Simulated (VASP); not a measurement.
Set up this calculation in VASP 6.6.1, as the native input.

```
Task                   : electric field gradients
Functional             : PBEsol
Potentials or basis    : VASP PAW PBE potentials, release 64 (W_sv, C)
Cutoff                 : 520 eV
k mesh                 : 9 × 9 × 7
Occupations            : fermi-dirac, width 0.05 eV
Spin                   : no spin polarisation
Dipole correction      : no
Further INCAR settings : ALGO = Normal; EDIFF = 1e-08; NBANDS = 46
```

The structure of WC lies in POSCAR:

```
WC
1.0
   -1.4532500000      2.5171028361      2.8366000000
    2.9065000000      0.0000000000      2.8366000000
    2.9065000000      5.0342056722      0.0000000000
W C
4 4
Direct
    0.0000000000      0.0000000000      0.0000000000
    0.0000000000      0.0000000000      0.5000000000
    0.5000000000      0.5000000000      0.2500000000
    0.5000000000      0.5000000000      0.7500000000
    0.0833333333      0.4166666667      0.1250000000
    0.0833333333      0.4166666667      0.6250000000
    0.5833333333      0.9166666667      0.3750000000
    0.5833333333      0.9166666667      0.8750000000
```

One way to write it, as run:

INCAR

```
PREC = Accurate
ENCUT = 520
EDIFF = 1E-8
ISMEAR = -1
SIGMA = 0.05
LREAL = F
LASPH = T
NELM = 80
ALGO = Normal
ISIF = 2
LWAVE = F
LCHARG = F
GGA = PS
LEFG = T
NBANDS = 46
```

KPOINTS

```
Automatic mesh
0
Gamma
  9 9 7
```

Potentials or basis: VASP PAW PBE potentials, release 64 (W_sv, C).

Launch:

```sh
$ cat potpaw_PBE.64/W_sv/POTCAR potpaw_PBE.64/C/POTCAR > POTCAR
$ mpirun -np 1 vasp_std > vasp.out
```

It gave:

```json
{
  "Pressure": "-2.2 GPa",
  "Largest force": "0.006 eV/Å",
  "Band gap on the k mesh": "zero (bands 36 and 37 overlap by 1.22 eV)",
  "Largest electric field gradient by atom": "W -139.7; C -0.2 V/Å²"
}
```

Caveat: without QUAD_EFG the Cq values of the log hold for a quadrupole moment of 1 mb, not for the nuclei; the PAW data sets were made with another functional, which shifts forces and pressure a little; spin-orbit coupling is left out, which moves the levels of the heavy elements.

Wall time 15 min on 1 thread of Oxide Virtual Turin-like Processor, on a shared host, peak memory 0.49 GiB.
